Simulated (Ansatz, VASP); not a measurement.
# Ga2O3 in VASP and in Ansatz

```xyz
10
Lattice="2.5288 1.4600 4.5409 -2.5288 1.4600 4.5409 0.0000 -2.9200 4.5409" Properties=species:S:1:pos:R:3 pbc="T T T"
Ga    0.0000    0.0000   11.6588
Ga    0.0000    0.0000    8.7751
Ga    0.0000    0.0000    1.9638
Ga    0.0000    0.0000    4.8475
O     0.7665    1.5923    5.6761
O     0.9957   -1.4600    5.6761
O    -1.7623   -0.1323    5.6761
O    -0.7665   -1.5923    7.9465
O     1.7623    0.1323    7.9465
O    -0.9957    1.4600    7.9465
```

Alike in both runs: functional PBE; k mesh 6 × 6 × 6; occupations gaussian, width 0.02 eV; no spin polarisation.

Ansatz relaxed the structure, and its values are those at the end. VASP's run is a single point on that final structure, the one shown.

|  | VASP | Ansatz |
| --- | --- | --- |
| version | VASP 6.6.1 | Ansatz 0.2.0 |
| potentials or method | VASP PAW PBE potentials, release 64 (Ga_d, O), cutoff 520 eV | scalar-relativistic, plane waves, PAW |
| valence electrons in the cell | 88 | 88 |

```tsv
	VASP	Ansatz	Ansatz less VASP
gap on the k mesh at the Fermi level (eV)	2.39	2.40	+0.008
least direct gap on the mesh (eV)	2.63	2.63	+0.008
pressure (GPa)	0.9	0.0	-0.91
rms of the force components (eV/Å)	0.004	0.000	-0.0040
```
